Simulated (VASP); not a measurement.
# Co: single point with PBE

Co:

```xyz
1
Lattice="0.0000 1.8074 1.8074 1.8074 0.0000 1.8074 1.8074 1.8074 0.0000" Properties=species:S:1:pos:R:3 pbc="T T T"
Co    0.0000    0.0000    0.0000
```

```yaml
Program: VASP 6.6.1
Task: single point
Functional: PBE
Potentials_or_basis: VASP PAW PBE potentials, release 64 (Co)
Cutoff: 520 eV
k_mesh: 15 × 15 × 15
Occupations: fermi-dirac, width 0.1 eV
Spin: collinear spin, ferromagnetic start
Starting_moments: "[3.4] μB"
Fixed_moment: 3.4 μB
Dipole_correction: no
Further_INCAR_settings: ALGO = Normal; EDIFF = 1e-06; NBANDS = 14
```

```json
{
 "Pressure": "40.1 GPa",
 "Net moment": "3.40 μB per cell",
 "Site moments": "Co +3.18 μB",
 "Valence electrons inside the program's atomic spheres": "Co 8.04"
}
```

Wall time 38 s on 1 thread of AMD EPYC 7R43 64-Core Processor (Zen 3), with other jobs on the host, peak memory 0.12 GiB.

Caveat: the total moment is fixed, so each spin has its own Fermi level.
